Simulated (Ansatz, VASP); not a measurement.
# Hg in VASP and in Ansatz

Contents of INCAR:

```
SYSTEM = Hg
ALGO = Normal ; EDIFF = 1E-6
ENCUT = 500 ; GGA = PE
GGA_COMPAT = .FALSE. ; ISIF = 2
ISMEAR = 0 ; LASPH = .TRUE.
LCHARG = .FALSE. ; LREAL = .FALSE.
LWAVE = .FALSE. ; NBANDS = 12
NELM = 120 ; PREC = Accurate
SIGMA = 0.1
```

Contents of KPOINTS:

```
k-points
0
G
  6 6 6
  0 0 0
```

Contents of POSCAR:

```
Hg
1.0
    2.1632522922     -1.9810897823      0.0000000000
    2.1632522922      1.9810897823      0.0000000000
   -0.3376947933      0.0000000000      2.9435656414
Hg
1
Direct
    0.5000000000      0.5000000000      0.5000000000
```

Input for Ansatz:

```yaml
crystal:
  lattice:
    - [2.1632522922, -1.9810897823, 0.0]
    - [2.1632522922, 1.9810897823, 0.0]
    - [-0.3376947933, 0.0, 2.9435656414]
  atoms:
    - { symbol: Hg, position: [0.5, 0.5, 0.5] }
basis:
  ecutwfc: 420
  ecutrho_ratio: 6
kpoints:
  mp_grid: { grid: [6, 6, 6] }
hamiltonian:
  xc: pbe
scf:
  occupations: { method: gaussian, width: 0.1 }
  lower_state_search: standard
  n_extra_bands: 3
  max_iter: 80
  convergence: { dr2_threshold: "1e-7 eV" }
output:
  forces: true
  stress: true
  eigenvalues: true
```

Alike in both runs: task single point; functional PBE; k mesh 6 × 6 × 6; occupations gaussian, width 0.1 eV; no spin polarisation.

|  | VASP | Ansatz |
| --- | --- | --- |
| version | VASP 6.6.1 | Ansatz 0.2.0 |
| potentials or method | VASP PAW PBE potentials, release 64 (Hg), cutoff 500 eV | scalar-relativistic, plane waves, PAW |
| valence electrons in the cell | 12 | 20 |

|  | VASP | Ansatz | Ansatz less VASP |
| --- | --- | --- | --- |
| gap on the k mesh at the Fermi level (eV) | none | none | - |
| pressure (GPa) | 4.9 | 4.6 | -0.37 |
| traceless stress, the component that is largest in VASP (GPa) | 0.89 | 0.84 | -0.045 |

A gap of «none» marks a metal or a gap that the smearing closes. The functional is the same, so the differences come from potentials, cutoffs and numerics. VASP's potentials hold 12 valence electrons a cell and Ansatz's 20, so a difference there can come from the potentials and not from the codes. Ansatz's warnings: stress scf threshold loose.

Neither program's run includes spin-orbit coupling.
